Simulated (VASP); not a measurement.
# Te (Fm-3m) in VASP: a series of runs, part 2 of 2

VASP 6.6.1. Earlier steps stand in the parts before.

## Step 3: Relaxation of cell and atoms, LDA

This run uses another cell than the first one, of 28.84 Å³/atom.

INCAR reads:

```
SYSTEM = Te
PREC = Accurate
ENCUT = 600
EDIFF = 1E-6
ISMEAR = -1
SIGMA = 0.1
LREAL = .FALSE.
LASPH = .TRUE.
NELM = 60
ALGO = Normal
ISIF = 3
LWAVE = .FALSE.
LCHARG = .FALSE.
GGA = CA
IBRION = 2
NSW = 80
EDIFFG = -0.01
```

KPOINTS reads:

```
Automatic mesh
0
G
  11 11 11
  0 0 0
```

POSCAR reads:

```
Te
1.0
    0.0000000000      2.4339108928      2.4339108928
    2.4339108928      0.0000000000      2.4339108928
    2.4339108928      2.4339108928      0.0000000000
Te
1
Direct
    0.0000000000      0.0000000000      0.0000000000
```

Potentials or basis: VASP PAW LDA potentials, release 64 (Te).

Command:

```
$ cat potpaw_LDA.64/Te/POTCAR > POTCAR
$ mpirun -np 1 vasp_std > vasp.out
```

OUTCAR:

```text
SYSTEM = Te
   PREC = Accurate
   ENCUT = 600
   EDIFF = 1E-6
   ISMEAR = -1
   LREAL = .FALSE.
   LASPH = .TRUE.
   NELM = 60
   ISIF = 3
   GGA = CA
   IBRION = 2
   NSW = 80
   EDIFFG = -0.01

 ion  position               nearest neighbor table
   1  0.000  0.000  0.000-

  LATTYP: Found a face centered cubic cell.
 ALAT       =     4.8678217856

  Lattice vectors:

 A1 = (   0.0000000000,   2.4339108928,   2.4339108928)
 A2 = (   2.4339108928,   0.0000000000,   2.4339108928)
 A3 = (   2.4339108928,   2.4339108928,   0.0000000000)

Analysis of symmetry for initial positions (statically):
=====================================================================
 Subroutine PRICEL returns:
 Original cell was already a primitive cell.

 Routine SETGRP: Setting up the symmetry group for a
 face centered cubic supercell.

 Subroutine GETGRP returns: Found 48 space group operations
 (whereof 48 operations were pure point group operations)
 out of a pool of 48 trial point group operations.

The static configuration has the point symmetry O_h .

Analysis of symmetry for dynamics (positions and initial velocities):
=====================================================================
 Subroutine PRICEL returns:
 Original cell was already a primitive cell.

 Routine SETGRP: Setting up the symmetry group for a
 face centered cubic supercell.

 Subroutine GETGRP returns: Found 48 space group operations
 (whereof 48 operations were pure point group operations)
 out of a pool of 48 trial point group operations.

The dynamic configuration has the point symmetry O_h .

 Subroutine INISYM returns: Found 48 space group operations
 (whereof 48 operations are pure point group operations),
 and found     1 'primitive' translations

----------------------------------------------------------------------------------------

                                     Primitive cell

  volume of cell :      28.8366

  direct lattice vectors                    reciprocal lattice vectors
     0.000000000  2.433910893  2.433910893    -0.205430692  0.205430692  0.205430692
     2.433910893  0.000000000  2.433910893     0.205430692 -0.205430692  0.205430692
     2.433910893  2.433910893  0.000000000     0.205430692  0.205430692 -0.205430692

  length of vectors
     3.442069794  3.442069794  3.442069794     0.355816397  0.355816397  0.355816397

  position of ions in fractional coordinates (direct lattice)
     0.000000000  0.000000000  0.000000000

  ion indices of the primitive-cell ions
   primitive index   ion index
                 1           1

----------------------------------------------------------------------------------------

 KPOINTS: Automatic mesh

Automatic generation of k-mesh.
 Grid dimensions read from file:
 generate k-points for:   11   11   11

 Generating k-lattice:

  Cartesian coordinates                     Fractional coordinates (reciprocal lattice)
    -0.018675517  0.018675517  0.018675517     0.090909091  0.000000000  0.000000000
     0.018675517 -0.018675517  0.018675517     0.000000000  0.090909091  0.000000000
     0.018675517  0.018675517 -0.018675517     0.000000000  0.000000000  0.090909091
[... 41 lines left out ...]
   total plane-waves  NPLWV =  21952
   dimension x,y,z NGX =    28 NGY =   28 NGZ =   28
   dimension x,y,z NGXF=    56 NGYF=   56 NGZF=   56
   ions per type =               1
   NGX,Y,Z   is equivalent  to a cutoff of  13.52, 13.52, 13.52 a.u.
   NGXF,Y,Z  is equivalent  to a cutoff of  27.05, 27.05, 27.05 a.u.
 SYSTEM =  Te
   PREC   = accura    normal or accurate (medium, high low for compatibility)
   ISTART =      0    job   : 0-new  1-cont  2-samecut
   ICHARG =      2    charge: 1-file 2-atom 10-const
   ISPIN  =      1    spin polarized calculation?
   LNONCOLLINEAR =      F non collinear calculations
   LSORBIT =      F    spin-orbit coupling
   LASPH  =      T    aspherical Exc in radial PAW
   ENCUT  =  600.0 eV  44.10 Ry    6.64 a.u.   6.87  6.87  6.87*2*pi/ulx,y,z
   NELM   =     60;   NELMIN=  2; NELMDL= -5     # of ELM steps
   EDIFF  = 0.1E-05   stopping-criterion for ELM
   LREAL  =      F    real-space projection
   EDIFFG = -.1E-01   stopping-criterion for IOM
   NSW    =     80    number of steps for IOM
   IBRION =      2    ionic relax: 0-MD 1-quasi-New 2-CG
   NFREE  =      1    steps in history (QN), initial steepest desc. (CG)
   ISIF   =      3    stress and relaxation
   ISYM   =      2    0-nonsym 1-usesym 2-fastsym
   POTIM  = 0.5000    time-step for ionic-motion
   TEBEG  =    0.0;   TEEND  =   0.0 temperature during run
   PSTRESS=    0.0 pullay stress
   NELECT =       6.0000    total number of electrons
   NUPDOWN=      -1.0000    fix difference up-down
   EMIN   =  10.00;   EMAX   =-10.00  energy-range for DOS
   EFERMI =   0.00;   METHOD = LEGACY
   ISMEAR =    -1;   SIGMA  =   0.10  broadening in eV -4-tet -1-fermi 0-gaus
   EFERMI_NEDOS =   21; number of points for ismear=-14 and -15
   IALGO  =     38    algorithm
   IMIX   =      4    mixing-type and parameters
     AMIX     =   0.40;   BMIX     =  1.00
     AMIX_MAG =   1.60;   BMIX_MAG =  1.00
  volume/ion in A,a.u.               =      28.84       194.60
  Fermi-wavevector in a.u.,A,eV,Ry     =   0.970087  1.833198 12.804012  0.941068
  Thomas-Fermi vector in A             =   2.100193
   LORBIT       =      0    0 simple, 1 ext, 2 COOP (PROOUT), +10 PAW based schemes
   GGA     = CA    functional components
   LHFCALC =     F    Hartree Fock is set to
   AEXX    =    0.0000 exact exchange contribution
   IVDW    =     0    specifies the selected vdW correction
   LEPSILON=     F    determine dielectric tensor
   LRPA    =     F    only Hartree local field effects (RPA)
 conjugate gradient relaxation of ions
 non-spin polarized calculation
  energy-cutoff  :      600.00
  volume of cell :       28.84
 maximum number of plane-waves:       974
   NGX = 13   NGY = 13   NGZ = 13

--------------------------------------- Ionic step        1  -------------------------------------------

 number of electron       6.0000000 magnetization

 Free energy of the ion-electron system (eV)
  ---------------------------------------------------
  ext. energy  EPLUGINS =         0.00000000
  ---------------------------------------------------
  free energy    TOTEN  =        -3.45899640 eV

  energy without entropy =       -3.42756487  energy(sigma->0) =       -3.44328064

------------------------ aborting loop because EDIFF is reached ----------------------------------------

  FORCE on cell =-STRESS in cart. coord.  units (eV):
  Direction    XX          YY          ZZ          XY          YZ          ZX
  --------------------------------------------------------------------------------------
  -------------------------------------------------------------------------------------
  Total       -0.8698284     -0.8698284     -0.8698284      0.0000000     -0.0000000      0.0000000
  in kB      -48.3281457    -48.3281457    -48.3281457      0.0000000     -0.0000000      0.0000000
  external PRESSURE =     -48.3281457 kB  Pullay stress =       0.0000000 kB
[... 57 lines left out ...]
--------------------------------------- Ionic step        3  -------------------------------------------

 number of electron       6.0000000 magnetization

 Free energy of the ion-electron system (eV)
  ---------------------------------------------------
  ext. energy  EPLUGINS =         0.00000000
  ---------------------------------------------------
  free energy    TOTEN  =        -3.49814826 eV

  energy without entropy =       -3.46919385  energy(sigma->0) =       -3.48367105

 E-fermi :   8.6862     XC(G=0): -10.5583

 val. band max:        8.6279853424   @ k =  -0.2727   0.3636   0.0909
 cond. band min:       8.7045338857   @ k =   0.4545   0.2727   0.0000
 fundamental gap:      0.0765485433
 Fermi energy:         8.6862056519

 k-point     1 :       0.0000    0.0000    0.0000
  band No.  band energies     occupation
      1      -5.7169      2.00000
      2      12.0763      0.00000
      3      12.0763      0.00000
      4      12.0763      0.00000
      5      18.3010      0.00000
      6      18.3010      0.00000
      7      18.3010      0.00000
[... 221 lines left out ...]
 k-point    24 :      -0.1818    0.1818    0.0000
  band No.  band energies     occupation
      1      -4.1329      2.00000
      2       6.6480      2.00000
      3       8.1829      1.98704
      4      11.4581      0.00000
      5      17.2791      0.00000
      6      18.1693      0.00000
      7      19.2352      0.00000

 [... further k-points ...]

------------------------ aborting loop because EDIFF is reached ----------------------------------------

  FORCE on cell =-STRESS in cart. coord.  units (eV):
  Direction    XX          YY          ZZ          XY          YZ          ZX
  --------------------------------------------------------------------------------------
  -------------------------------------------------------------------------------------
  Total       -0.0020496     -0.0020496     -0.0020496     -0.0000000      0.0000000      0.0000000
  in kB       -0.1241552     -0.1241552     -0.1241552     -0.0000000      0.0000000      0.0000000
  external PRESSURE =      -0.1241552 kB  Pullay stress =       0.0000000 kB
[... 16 lines left out ...]
  FREE ENERGIE OF THE ION-ELECTRON SYSTEM (eV)
  ---------------------------------------------------
  free  energy   TOTEN  =        -3.4981482615 eV

  energy  without entropy=       -3.4691938468  energy(sigma->0) =       -3.48367105

 reached required accuracy - stopping structural energy minimisation
```

CONTCAR:

```text
Te
   1.00000000000000
     0.0000000000000000    2.3648004050408602    2.3648004050408602
     2.3648004050408602   -0.0000000000000000    2.3648004050408602
     2.3648004050408602    2.3648004050408602    0.0000000000000000
  Te
     1
Direct
     0.0000000000000000    0.0000000000000000    0.0000000000000000

  0.00000000E+00  0.00000000E+00  0.00000000E+00
```

Run time: 44 s. Hardware: 1 thread of Intel Xeon 8259CL, shared host; peak memory 0.15 GiB.

Results:

```yaml
Free_energy: -3.4981 eV
Relaxed_volume: 26.45 Å³/atom
Relaxed_cell: a = 3.344 Å, b = 3.344 Å, c = 3.344 Å, α = 60.00°, β = 60.00°, γ = 60.00°
Space_group_after_relaxing_to_0.1_Å: Fm-3m (No. 225)
Energy_gained_by_relaxing: 39.2 meV/atom
Ionic_steps: 3
Pressure_after_relaxing: 0.0 GPa
Band_gap_on_the_k_mesh: zero (bands 3 and 4 overlap by 5.30 eV)
```

Step by step:
| step | energy change (eV) | largest force (eV/Å) | pressure (GPa) | volume (Å³) |
| --- | --- | --- | --- | --- |
| 1 | 0.0000 | 0.0000 | -4.83 | 28.84 |
| 2 | -0.0288 | 0.0000 | 3.19 | 25.36 |
| 3 | -0.0392 | 0.0000 | -0.01 | 26.45 |

Final structure:
```
Te
1.0
     0.00000    2.36480    2.36480
     2.36480    0.00000    2.36480
     2.36480    2.36480    0.00000
Te
1
Cartesian
  0.0000 0.0000 0.0000
```

Levels at points of the mesh, in eV from the Fermi level:
```csv
k point,band 1,band 2,band 3,band 4,band 5,band 6,band 7
"(0.00, 0.00, 0.00)",-14.40,3.39,3.39,3.39,9.61,9.61,9.61
```

Caveat: spin-orbit coupling is left out, which moves the levels of the heavy elements.

## Step 4: Single point, LDA (23.27 Å³/atom)

This run uses another cell than the first one, of 23.27 Å³/atom.

INCAR reads:

```
PREC     = Accurate       # precision mode
ENCUT    = 520            # plane-wave cutoff, eV
EDIFF    = 1E-6           # SCF threshold, eV
ISMEAR   = -1             # smearing method
SIGMA    = 0.1            # smearing width, eV
LREAL    = False          # projectors in reciprocal space
LASPH    = True           # aspherical terms in the spheres
NELM     = 60             # most SCF steps
ALGO     = Normal         # electronic algorithm
ISIF     = 2              # what is computed and relaxed
LWAVE    = False          # write WAVECAR
LCHARG   = False          # write CHGCAR
GGA      = CA             # functional
NBANDS   = 9              # bands
```

KPOINTS reads:

```
regular mesh
0
Gamma
  19 19 19
```

POSCAR reads:

```
Te
1.0
    0.0000000000      2.2658231806      2.2658231806
    2.2658231806      0.0000000000      2.2658231806
    2.2658231806      2.2658231806      0.0000000000
Te
1
Direct
    0.0000000000      0.0000000000      0.0000000000
```

Command:

```
$ cat potpaw_LDA.64/Te/POTCAR > POTCAR
$ mpirun -np 1 vasp_std > vasp.out
```

It took 38 s on 1 thread of Intel Xeon 8259CL, shared host; peak memory 0.16 GiB.

The run converged. Its results:

```
Free energy            : -3.3976 eV
Pressure               : 11.5 GPa
Band gap on the k mesh : zero (bands 3 and 4 overlap by 6.84 eV)
```

Levels at points of the mesh, in eV from the Fermi level:
```tsv
k point	band 1	band 2	band 3	band 4	band 5	band 6	band 7
(0.00, 0.00, 0.00)	-15.62	4.15	4.15	4.15	9.82	9.82	9.82
```

Caveat: the cell stands under pressure; spin-orbit coupling is left out, which moves the levels of the heavy elements.

## Step 5: Single point, LDA (24.32 Å³/atom)

This run uses another cell than the first one, of 24.32 Å³/atom.

INCAR, as its differences from that of step 4:

```diff
@@ -7,3 +7,3 @@
 LASPH    = True           # aspherical terms in the spheres
-NELM     = 60             # most SCF steps
+NELM     = 80             # most SCF steps
 ALGO     = Normal         # electronic algorithm
@@ -12,3 +12,2 @@
 LCHARG   = False          # write CHGCAR
-GGA      = CA             # functional
 NBANDS   = 9              # bands
```

KPOINTS reads:

```
Automatic mesh
0
Gamma
  19 19 19
```

POSCAR reads:

```
Te
1.0
    0.0000000000      2.2996464236      2.2996464236
    2.2996464236      0.0000000000      2.2996464236
    2.2996464236      2.2996464236      0.0000000000
Te
1
Direct
    0.0000000000      0.0000000000      0.0000000000
```

Command:

```
$ cat potpaw_LDA.64/Te/POTCAR > POTCAR
$ mpirun -np 1 vasp_std > vasp.out
```

Run time: 36 s. Hardware: 1 thread of Intel Xeon 8259CL, shared host; peak memory 0.16 GiB.

Results (log left out):

```yaml
Free_energy: -3.4571 eV
Pressure: 6.7 GPa
Band_gap_on_the_k_mesh: zero (bands 3 and 4 overlap by 6.37 eV)
```

Levels at points of the mesh, in eV from the Fermi level:
| k point | band 1 | band 2 | band 3 | band 4 | band 5 | band 6 | band 7 | band 8 |
| --- | --- | --- | --- | --- | --- | --- | --- | --- |
| (0.00, 0.00, 0.00) | -15.18 | 3.86 | 3.86 | 3.86 | 9.74 | 9.74 | 9.74 | 10.38 |

Caveat: the cell stands under pressure; spin-orbit coupling is left out, which moves the levels of the heavy elements.

## Step 6: Single point, LDA (25.38 Å³/atom)

This run uses another cell than the first one, of 25.38 Å³/atom.

INCAR reads:

```
  PREC = Accurate
  ENCUT = 520
  EDIFF = 1E-6
  ISMEAR = -1
  SIGMA = 0.1
  LREAL = F
  LASPH = T
  NELM = 100
  ALGO = Normal
  ISIF = 2
  LWAVE = F
  LCHARG = F
  GGA = CA
  NBANDS = 9
```

KPOINTS reads:

```
regular mesh
0
Gamma
  19 19 19
```

POSCAR reads:

```
Te
1.0
    0.0000000000      2.3325029545      2.3325029545
    2.3325029545      0.0000000000      2.3325029545
    2.3325029545      2.3325029545      0.0000000000
Te
1
Direct
    0.0000000000      0.0000000000      0.0000000000
```

Potentials or basis: VASP PAW LDA potentials, release 64 (Te).

Command:

```
$ cat potpaw_LDA.64/Te/POTCAR > POTCAR
$ mpirun -np 1 vasp_std > vasp.out
```

Run time: 68 s. Hardware: 1 thread of Intel Xeon 8259CL, shared host; peak memory 0.18 GiB.

The run converged. Its results:

```yaml
Free_energy: -3.4884 eV
Pressure: 2.9 GPa
Band_gap_on_the_k_mesh: zero (bands 3 and 4 overlap by 5.94 eV)
```

Levels at points of the mesh, in eV from the Fermi level:
```csv
k point,band 1,band 2,band 3,band 4,band 5,band 6
"(0.00, 0.00, 0.00)",-14.79,3.61,3.61,3.61,9.67,9.67
```

Caveat: spin-orbit coupling is left out, which moves the levels of the heavy elements.

## Step 7: The runs side by side

| task | cell | k mesh | cutoff (eV) | gap on the mesh (eV) | pressure (GPa) |
| --- | --- | --- | --- | --- | --- |
| single point | a = 3.344 Å, angles 60.0°, 1 atom | 11 × 11 × 11 | 520 | none | 0.0 |
| relaxation of cell and atoms | relaxed from a = 3.442 Å, angles 60.0°, 1 atom | 11 × 11 × 11 | 600 | none | 0.0 |
| single point | a = 3.204 Å, angles 60.0°, 1 atom | 19 × 19 × 19 | 520 | none | 11.5 |
| single point | a = 3.252 Å, angles 60.0°, 1 atom | 19 × 19 × 19 | 520 | none | 6.7 |
| single point | a = 3.299 Å, angles 60.0°, 1 atom | 19 × 19 × 19 | 520 | none | 2.9 |

Alike in all rows: level LDA; potentials or basis VASP PAW LDA potentials, release 64 (Te); no spin polarisation; smearing fermi-dirac 0.1 eV.

Caveats: spin-orbit coupling is left out, which moves the levels of the heavy elements; the cell stands under pressure (at least some runs).

Absolute energies hang on the potentials; compare differences alone.
